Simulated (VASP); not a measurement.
# KCl in VASP: notebook, part 2 of 3

VASP 6.6.1. The steps go on from the part before.

### Step 3. Electric field gradients, PBE (zz strain of -2 %)

Input file INCAR:

```
ALGO     = Normal         # electronic algorithm
EDIFF    = 1E-8           # SCF threshold, eV
ENCUT    = 400            # plane-wave cutoff, eV
GGA      = PE             # functional
GGA_COMPAT= False        
ISIF     = 2              # what is computed and relaxed
ISMEAR   = -1             # smearing method
LASPH    = True           # aspherical terms in the spheres
LCHARG   = False          # write CHGCAR
LEFG     = True         
LREAL    = False          # projectors in reciprocal space
LWAVE    = False          # write WAVECAR
NBANDS   = 15             # bands
NELM     = 120            # most SCF steps
PREC     = Accurate       # precision mode
SIGMA    = 0.02           # smearing width, eV
```

Input file KPOINTS:

```
k-points
0
Gamma
  7 7 7
```

Input file POSCAR:

```
KCl
1.0
    3.6340000000      0.0000000000      0.0000000000
    0.0000000000      3.6340000000      0.0000000000
    0.0000000000      0.0000000000      3.5613200000
K Cl
1 1
Direct
    0.0000000000      0.0000000000      0.0000000000
    0.5000000000      0.5000000000      0.5000000000
```

Potentials or basis: VASP PAW PBE potentials, release 64 (K_sv, Cl).

The run is started by

```
$ cat potpaw_PBE.64/K_sv/POTCAR potpaw_PBE.64/Cl/POTCAR > POTCAR
$ mpirun -np 1 vasp_std > vasp.out
```

OUTCAR:

```text
EDIFF = 1E-8
   ENCUT = 400
   GGA = PE
   ISIF = 2
   ISMEAR = -1
   LASPH = True
   LREAL = False
   NELM = 120
   PREC = Accurate

 ion  position               nearest neighbor table
   1  0.000  0.000  0.000-   2 3.13   2 3.13   2 3.13   2 3.13   2 3.13   2 3.13   2 3.13   2 3.13

   2  0.500  0.500  0.500-   1 3.13   1 3.13   1 3.13   1 3.13   1 3.13   1 3.13   1 3.13   1 3.13

  LATTYP: Found a simple tetragonal cell.
 ALAT       =     3.6340000000
 C/A-ratio  =     0.9800000000

  Lattice vectors:

 A1 = (   3.6340000000,   0.0000000000,   0.0000000000)
 A2 = (   0.0000000000,   3.6340000000,   0.0000000000)
 A3 = (   0.0000000000,   0.0000000000,   3.5613200000)

Analysis of symmetry for initial positions (statically):
=====================================================================
 Subroutine PRICEL returns:
 Original cell was already a primitive cell.

 Routine SETGRP: Setting up the symmetry group for a
 simple tetragonal supercell.

[... 621 lines left out ...]
      direct lattice vectors                 reciprocal lattice vectors
     3.634000000  0.000000000  0.000000000     0.275178866  0.000000000  0.000000000
     0.000000000  3.634000000  0.000000000     0.000000000  0.275178866  0.000000000
     0.000000000  0.000000000  3.561320000     0.000000000  0.000000000  0.280794761

 POSITION                                       TOTAL-FORCE (eV/Angst)
 -----------------------------------------------------------------------------------
      0.00000      0.00000      0.00000         0.000000      0.000000      0.000000
      1.81700      1.81700      1.78066         0.000000      0.000000      0.000000
 -----------------------------------------------------------------------------------
    total drift:                                0.000000      0.000000     -0.000000

  FREE ENERGIE OF THE ION-ELECTRON SYSTEM (eV)
  ---------------------------------------------------
  free  energy   TOTEN  =        -6.5180489411 eV

  energy  without entropy=       -6.5180489411  energy(sigma->0) =       -6.51804894

 Electric field gradients (V/A^2)
---------------------------------------------------------------------
 ion       V_xx      V_yy      V_zz      V_xy      V_xz      V_yz
---------------------------------------------------------------------
   1      -1.395    -1.395     2.789    -0.000     0.000     0.000
   2       2.651     2.651    -5.303    -0.000     0.000     0.000
---------------------------------------------------------------------

 Electric field gradients after diagonalization (V/A^2)
 (convention: |V_zz| > |V_xx| > |V_yy|)
----------------------------------------------------------------------
 ion       V_xx      V_yy      V_zz     asymmetry (V_yy - V_xx)/ V_zz
----------------------------------------------------------------------
   1      -1.395    -1.395     2.789       0.000
   2       2.651     2.651    -5.303       0.000
----------------------------------------------------------------------

           NMR quadrupolar parameters

 Cq : quadrupolar parameter    Cq=e*Q*V_zz/h
 eta: asymmetry parameters     (V_yy - V_xx)/ V_zz
 Q  : nuclear electric quadrupole moment in mb (millibarn)
----------------------------------------------------------------------
 ion       Cq(MHz)       eta       Q (mb)
----------------------------------------------------------------------
   1       0.007       0.000       1.000
   2      -0.013       0.000       1.000
----------------------------------------------------------------------
```

Run time: 6.1 s. Hardware: 1 thread of Intel Xeon 6975P-C (Granite Rapids), shared host; peak memory 0.14 GiB.

Results:

| Property | Result |
| --- | --- |
| Free energy | -6.5180 eV |
| Pressure | 5.4 GPa |
| Band gap on the k mesh | 5.63 eV (least direct gap 5.82 eV) |
| Largest electric field gradient by atom | K +2.8; Cl -5.3 V/Å² |

Stress tensor (GPa, compression positive):
```
4.99 0.00 0.00
0.00 4.99 0.00
0.00 0.00 6.08
```

Electric field gradients, principal values (V/Å²):
| atom | least | middle | greatest (by size) |
| --- | --- | --- | --- |
| 1 K | -1.395 | -1.395 | 2.789 |
| 2 Cl | 2.651 | 2.651 | -5.303 |

Caveat: the cell differs from its parent crystal (zz strain of -2 %); the cell stands under pressure; without QUAD_EFG the Cq values of the log hold for a quadrupole moment of 1 mb, not for the nuclei. A k mesh can miss the band edges.

### Step 4. Electric field gradients, PBE (zz strain of +3 %)

Input file INCAR:

```
SYSTEM = KCl
ALGO = Normal
EDIFF = 1E-8
ENCUT = 400
GGA = PE
GGA_COMPAT = .FALSE.
ISIF = 2
ISMEAR = -1
LASPH = .TRUE.
LCHARG = .FALSE.
LEFG = .TRUE.
LREAL = .FALSE.
LWAVE = .FALSE.
NBANDS = 15
NELM = 120
PREC = Accurate
SIGMA = 0.02
```

Input file KPOINTS:

```
k-points
0
G
  7 7 7
  0 0 0
```

POSCAR, as its differences from that of step 3:

```diff
@@ -4,3 +4,3 @@
     0.0000000000      3.6340000000      0.0000000000
-    0.0000000000      0.0000000000      3.5613200000
+    0.0000000000      0.0000000000      3.7430200000
 K Cl
```

Potentials or basis: VASP PAW PBE potentials, release 64 (K_sv, Cl).

The run is started by

```
$ cat potpaw_PBE.64/K_sv/POTCAR potpaw_PBE.64/Cl/POTCAR > POTCAR
$ mpirun -np 1 vasp_std > vasp.out
```

OUTCAR:

```text
SYSTEM = KCl
   EDIFF = 1E-8
   ENCUT = 400
   GGA = PE
   ISIF = 2
   ISMEAR = -1
   LASPH = .TRUE.
   LREAL = .FALSE.
   NELM = 120
   PREC = Accurate

 ion  position               nearest neighbor table
   1  0.000  0.000  0.000-   2 3.18   2 3.18   2 3.18   2 3.18   2 3.18   2 3.18   2 3.18   2 3.18

   2  0.500  0.500  0.500-   1 3.18   1 3.18   1 3.18   1 3.18   1 3.18   1 3.18   1 3.18   1 3.18

  LATTYP: Found a simple tetragonal cell.
 ALAT       =     3.6340000000
 C/A-ratio  =     1.0300000000

  Lattice vectors:

 A1 = (   3.6340000000,   0.0000000000,   0.0000000000)
 A2 = (   0.0000000000,   3.6340000000,   0.0000000000)
 A3 = (   0.0000000000,   0.0000000000,   3.7430200000)

Analysis of symmetry for initial positions (statically):
=====================================================================
 Subroutine PRICEL returns:
 Original cell was already a primitive cell.

 Routine SETGRP: Setting up the symmetry group for a
 simple tetragonal supercell.

 Subroutine GETGRP returns: Found 16 space group operations
 (whereof 16 operations were pure point group operations)
 out of a pool of 16 trial point group operations.

The static configuration has the point symmetry D_4h.

Analysis of symmetry for dynamics (positions and initial velocities):
=====================================================================
 Subroutine PRICEL returns:
 Original cell was already a primitive cell.

 Routine SETGRP: Setting up the symmetry group for a
 simple tetragonal supercell.

 Subroutine GETGRP returns: Found 16 space group operations
 (whereof 16 operations were pure point group operations)
[... 579 lines left out ...]
      7      -1.1504      2.00000
      8      -0.1603      2.00000
      9       6.8887      0.00000
     10       7.8046      0.00000
     11       9.4977      0.00000
     12       9.8787      0.00000
     13       9.8938      0.00000
     14      10.9188      0.00000
     15      12.5358      0.00000

 [... further k-points ...]

------------------------ aborting loop because EDIFF is reached ----------------------------------------

  FORCE on cell =-STRESS in cart. coord.  units (eV):
  Direction    XX          YY          ZZ          XY          YZ          ZX
  --------------------------------------------------------------------------------------
  -------------------------------------------------------------------------------------
  Total        1.2178560      1.2178560      0.7630328      0.0000000      0.0000000      0.0000000
  in kB       39.4743076     39.4743076     24.7321449      0.0000000      0.0000000      0.0000000
  external PRESSURE =      34.5602534 kB  Pullay stress =       0.0000000 kB

 VOLUME and BASIS-vectors are now :
 -----------------------------------------------------------------------------
  energy-cutoff  :      400.00
  volume of cell :       49.43
      direct lattice vectors                 reciprocal lattice vectors
     3.634000000  0.000000000  0.000000000     0.275178866  0.000000000  0.000000000
     0.000000000  3.634000000  0.000000000     0.000000000  0.275178866  0.000000000
     0.000000000  0.000000000  3.743020000     0.000000000  0.000000000  0.267163948

 POSITION                                       TOTAL-FORCE (eV/Angst)
 -----------------------------------------------------------------------------------
      0.00000      0.00000      0.00000         0.000000      0.000000      0.000000
      1.81700      1.81700      1.87151         0.000000      0.000000      0.000000
 -----------------------------------------------------------------------------------
    total drift:                                0.000000      0.000000     -0.000000

  FREE ENERGIE OF THE ION-ELECTRON SYSTEM (eV)
  ---------------------------------------------------
  free  energy   TOTEN  =        -6.5819146037 eV

  energy  without entropy=       -6.5819146037  energy(sigma->0) =       -6.58191460

 Electric field gradients (V/A^2)
---------------------------------------------------------------------
 ion       V_xx      V_yy      V_zz      V_xy      V_xz      V_yz
---------------------------------------------------------------------
   1       1.934     1.934    -3.868    -0.000    -0.000    -0.000
   2      -3.755    -3.755     7.510    -0.000    -0.000     0.000
---------------------------------------------------------------------

 Electric field gradients after diagonalization (V/A^2)
 (convention: |V_zz| > |V_xx| > |V_yy|)
----------------------------------------------------------------------
 ion       V_xx      V_yy      V_zz     asymmetry (V_yy - V_xx)/ V_zz
----------------------------------------------------------------------
   1       1.934     1.934    -3.868       0.000
   2      -3.755    -3.755     7.510       0.000
----------------------------------------------------------------------

           NMR quadrupolar parameters

 Cq : quadrupolar parameter    Cq=e*Q*V_zz/h
 eta: asymmetry parameters     (V_yy - V_xx)/ V_zz
 Q  : nuclear electric quadrupole moment in mb (millibarn)
----------------------------------------------------------------------
 ion       Cq(MHz)       eta       Q (mb)
----------------------------------------------------------------------
   1      -0.009       0.000       1.000
   2       0.018       0.000       1.000
----------------------------------------------------------------------
```

OSZICAR:

```text
N       E                     dE             d eps       ncg     rms          rms(c)
DAV:   1     0.902035355068E+02    0.90204E+02   -0.63997E+03  1208   0.809E+02
DAV:   2    -0.247935106347E+01   -0.92683E+02   -0.87098E+02  1613   0.230E+02
DAV:   3    -0.673301560615E+01   -0.42537E+01   -0.42387E+01  1649   0.437E+01
DAV:   4    -0.686754856834E+01   -0.13453E+00   -0.13451E+00  1719   0.708E+00
DAV:   5    -0.686886310499E+01   -0.13145E-02   -0.13145E-02  1700   0.750E-01    0.349E+00
DAV:   6    -0.661081156598E+01    0.25805E+00   -0.27082E-01  1487   0.331E+00    0.293E+00
DAV:   7    -0.657969830796E+01    0.31113E-01   -0.88785E-02  1613   0.202E+00    0.171E+00
DAV:   8    -0.658173638954E+01   -0.20381E-02   -0.15591E-02  1676   0.963E-01    0.214E-01
DAV:   9    -0.658170839813E+01    0.27991E-04   -0.60798E-04  1606   0.171E-01    0.956E-02
DAV:  10    -0.658191719803E+01   -0.20880E-03   -0.27689E-04  1354   0.132E-01    0.264E-02
DAV:  11    -0.658191468256E+01    0.25155E-05   -0.78500E-06  1728   0.205E-02    0.645E-03
DAV:  12    -0.658191459652E+01    0.86045E-07   -0.11663E-06  1347   0.892E-03    0.163E-03
DAV:  13    -0.658191464164E+01   -0.45123E-07   -0.75251E-08  1705   0.229E-03    0.492E-04
DAV:  14    -0.658191458234E+01    0.59301E-07   -0.20090E-08  1346   0.109E-03    0.991E-05
DAV:  15    -0.658191459295E+01   -0.10612E-07   -0.43703E-10  1090   0.141E-04    0.461E-05
DAV:  16    -0.658191460719E+01   -0.14239E-07   -0.35110E-10   873   0.144E-04    0.256E-05
DAV:  17    -0.658191460375E+01    0.34381E-08   -0.55812E-11   831   0.494E-05
   1 F= -.65819146E+01 E0= -.65819146E+01  d E =-.469260E-13
```

Run time: 6.7 s. Hardware: 1 thread of Intel Xeon 6975P-C (Granite Rapids), shared host; peak memory 0.14 GiB.

Results:

| Property | Result |
| --- | --- |
| Free energy | -6.5819 eV |
| Pressure | 3.5 GPa |
| Band gap on the k mesh | 5.38 eV (least direct gap 5.57 eV) |
| Largest electric field gradient by atom | K -3.9; Cl +7.5 V/Å² |

Stress tensor (GPa, compression positive):
```
3.95 0.00 0.00
0.00 3.95 0.00
0.00 0.00 2.47
```

Electric field gradients, principal values (V/Å²):
```
atom   least  middle  greatest (by size)
 1 K   1.934   1.934              -3.868
2 Cl  -3.755  -3.755               7.510
```

Caveat: the cell differs from its parent crystal (zz strain of +3 %); the cell stands under pressure; without QUAD_EFG the Cq values of the log hold for a quadrupole moment of 1 mb, not for the nuclei.

### Step 5. Electric field gradients, PBE (zz strain of +3 %)

Input file INCAR:

```
PREC = Accurate ; ENCUT = 400
EDIFF = 1E-8 ; ISMEAR = -1
SIGMA = 0.02 ; LREAL = False
LASPH = True ; NELM = 120
ALGO = Normal ; ISIF = 2
LWAVE = False ; LCHARG = False
GGA = PE ; LEFG = True
NBANDS = 15 ; GGA_COMPAT = False
```

Input file KPOINTS:

```
Automatic mesh
0
Gamma
  7 7 7
```

POSCAR is that of step 4.

Potentials or basis: VASP PAW PBE potentials, release 64 (K_sv, Cl).

The run is started by

```
$ cat potpaw_PBE.64/K_sv/POTCAR potpaw_PBE.64/Cl/POTCAR > POTCAR
$ mpirun -np 1 vasp_std > vasp.out
```

OUTCAR:

```text
PREC = Accurate
   ENCUT = 400
   EDIFF = 1E-8
   ISMEAR = -1
   LREAL = False
   LASPH = True
   NELM = 120
   ISIF = 2
   GGA = PE

 ion  position               nearest neighbor table
   1  0.000  0.000  0.000-   2 3.18   2 3.18   2 3.18   2 3.18   2 3.18   2 3.18   2 3.18   2 3.18

   2  0.500  0.500  0.500-   1 3.18   1 3.18   1 3.18   1 3.18   1 3.18   1 3.18   1 3.18   1 3.18

  LATTYP: Found a simple tetragonal cell.
 ALAT       =     3.6340000000
 C/A-ratio  =     1.0300000000

  Lattice vectors:

 A1 = (   3.6340000000,   0.0000000000,   0.0000000000)
 A2 = (   0.0000000000,   3.6340000000,   0.0000000000)
 A3 = (   0.0000000000,   0.0000000000,   3.7430200000)

Analysis of symmetry for initial positions (statically):
=====================================================================
 Subroutine PRICEL returns:
 Original cell was already a primitive cell.

[... 623 lines left out ...]
  volume of cell :       49.43
      direct lattice vectors                 reciprocal lattice vectors
     3.634000000  0.000000000  0.000000000     0.275178866  0.000000000  0.000000000
     0.000000000  3.634000000  0.000000000     0.000000000  0.275178866  0.000000000
     0.000000000  0.000000000  3.743020000     0.000000000  0.000000000  0.267163948

 POSITION                                       TOTAL-FORCE (eV/Angst)
 -----------------------------------------------------------------------------------
      0.00000      0.00000      0.00000         0.000000      0.000000      0.000000
      1.81700      1.81700      1.87151         0.000000      0.000000      0.000000
 -----------------------------------------------------------------------------------
    total drift:                                0.000000      0.000000     -0.000000

  FREE ENERGIE OF THE ION-ELECTRON SYSTEM (eV)
  ---------------------------------------------------
  free  energy   TOTEN  =        -6.5819146037 eV

  energy  without entropy=       -6.5819146037  energy(sigma->0) =       -6.58191460

 Electric field gradients (V/A^2)
---------------------------------------------------------------------
 ion       V_xx      V_yy      V_zz      V_xy      V_xz      V_yz
---------------------------------------------------------------------
   1       1.934     1.934    -3.868    -0.000    -0.000    -0.000
   2      -3.755    -3.755     7.510    -0.000    -0.000     0.000
---------------------------------------------------------------------

 Electric field gradients after diagonalization (V/A^2)
 (convention: |V_zz| > |V_xx| > |V_yy|)
----------------------------------------------------------------------
 ion       V_xx      V_yy      V_zz     asymmetry (V_yy - V_xx)/ V_zz
----------------------------------------------------------------------
   1       1.934     1.934    -3.868       0.000
   2      -3.755    -3.755     7.510       0.000
----------------------------------------------------------------------

           NMR quadrupolar parameters

 Cq : quadrupolar parameter    Cq=e*Q*V_zz/h
 eta: asymmetry parameters     (V_yy - V_xx)/ V_zz
 Q  : nuclear electric quadrupole moment in mb (millibarn)
----------------------------------------------------------------------
 ion       Cq(MHz)       eta       Q (mb)
----------------------------------------------------------------------
   1      -0.009       0.000       1.000
   2       0.018       0.000       1.000
----------------------------------------------------------------------
```

OSZICAR:

```text
N       E                     dE             d eps       ncg     rms          rms(c)
DAV:   1     0.902035355068E+02    0.90204E+02   -0.63997E+03  1208   0.809E+02
DAV:   2    -0.247935106347E+01   -0.92683E+02   -0.87098E+02  1613   0.230E+02
DAV:   3    -0.673301560615E+01   -0.42537E+01   -0.42387E+01  1649   0.437E+01
DAV:   4    -0.686754856834E+01   -0.13453E+00   -0.13451E+00  1719   0.708E+00
DAV:   5    -0.686886310499E+01   -0.13145E-02   -0.13145E-02  1700   0.750E-01    0.349E+00
DAV:   6    -0.661081156598E+01    0.25805E+00   -0.27082E-01  1487   0.331E+00    0.293E+00
DAV:   7    -0.657969830796E+01    0.31113E-01   -0.88785E-02  1613   0.202E+00    0.171E+00
DAV:   8    -0.658173638954E+01   -0.20381E-02   -0.15591E-02  1676   0.963E-01    0.214E-01
DAV:   9    -0.658170839813E+01    0.27991E-04   -0.60798E-04  1606   0.171E-01    0.956E-02
DAV:  10    -0.658191719803E+01   -0.20880E-03   -0.27689E-04  1354   0.132E-01    0.264E-02
DAV:  11    -0.658191468256E+01    0.25155E-05   -0.78500E-06  1728   0.205E-02    0.645E-03
DAV:  12    -0.658191459652E+01    0.86045E-07   -0.11663E-06  1347   0.892E-03    0.163E-03
DAV:  13    -0.658191464164E+01   -0.45123E-07   -0.75251E-08  1705   0.229E-03    0.492E-04
DAV:  14    -0.658191458234E+01    0.59301E-07   -0.20090E-08  1346   0.109E-03    0.991E-05
DAV:  15    -0.658191459295E+01   -0.10612E-07   -0.43703E-10  1090   0.141E-04    0.461E-05
DAV:  16    -0.658191460719E+01   -0.14239E-07   -0.35110E-10   873   0.144E-04    0.256E-05
DAV:  17    -0.658191460375E+01    0.34381E-08   -0.55812E-11   831   0.494E-05
   1 F= -.65819146E+01 E0= -.65819146E+01  d E =-.469260E-13
```

stdout:

```text
POSCAR found type information on POSCAR K Cl
 POSCAR found :  2 types and       2 ions
 scaLAPACK will be used
 LDA part: xc-table for (Slater+PW92), standard interpolation
 POSCAR, INCAR and KPOINTS ok, starting setup
 FFT: planning ... GRIDC
 FFT: planning ... GRID_SOFT
 FFT: planning ... GRID
 WAVECAR not read
 entering main loop
ion   1

ion   2
```

Wall time 6.7 s (1 thread of Intel Xeon 6975P-C (Granite Rapids), shared host); peak memory 0.14 GiB.

What came out:

| Item | Value |
| --- | --- |
| Free energy | -6.5819 eV |
| Pressure | 3.5 GPa |
| Band gap on the k mesh | 5.38 eV (least direct gap 5.57 eV) |
| Largest electric field gradient by atom | K -3.9; Cl +7.5 V/Å² |

Electric field gradients, principal values (V/Å²):
```tsv
atom	least	middle	greatest (by size)
1 K	1.934	1.934	-3.868
2 Cl	-3.755	-3.755	7.510
```

Caveat: the cell differs from its parent crystal (zz strain of +3 %); the cell stands under pressure; without QUAD_EFG the Cq values of the log hold for a quadrupole moment of 1 mb, not for the nuclei.

(Continued in part 3 of 3.)
